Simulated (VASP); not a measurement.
Wanted: the native input for a VASP 6.6.1 run.

* Task: single point
* Functional: PBE
* Potentials or basis: VASP PAW PBE potentials, release 64 (Hf_pv, C)
* Cutoff: 520 eV
* k mesh: 8 × 8 × 8
* Occupations: gaussian, width 0.1 eV
* Spin: no spin polarisation
* Dipole correction: no
* Further INCAR settings: ALGO = Normal; EDIFF = 1e-06; NBANDS = 14

The structure of HfC lies in POSCAR:

```
HfC
1.0
   -2.4340292600      2.4340292600      1.3287084200
    2.4340292600     -2.4340292600      1.3287084200
    2.4340292600      2.4340292600     -1.3287084200
Hf C
1 1
Direct
    0.2500000000      0.7500000000      0.5000000000
    0.0000000000      0.0000000000      0.0000000000
```

These files were run (other wordings do the same):

INCAR

```
  PREC = Accurate
  ENCUT = 520
  EDIFF = 1E-6
  ISMEAR = 0
  SIGMA = 0.1
  LREAL = False
  LASPH = True
  NELM = 80
  ALGO = Normal
  ISIF = 2
  LWAVE = False
  LCHARG = False
  GGA = PE
  NBANDS = 14
```

KPOINTS

```
Automatic mesh
0
Gamma
  8 8 8
```

Potentials or basis: VASP PAW PBE potentials, release 64 (Hf_pv, C).

Run with:

```sh
$ cat potpaw_PBE.64/Hf_pv/POTCAR potpaw_PBE.64/C/POTCAR > POTCAR
$ mpirun -np 1 vasp_std > vasp.out
```

It gave:

The pressure is -24.9 GPa and the band gap on the k mesh is zero (band 7 reaches 4.61 eV, above the bottom of band 8 at 3.95 eV).

Caveat: spin-orbit coupling is left out, which moves the levels of the heavy elements.

Wall time 11 s on 1 thread of Intel(R) Xeon(R) 6975P-C (Granite Rapids), on a shared host, peak memory 0.17 GiB.
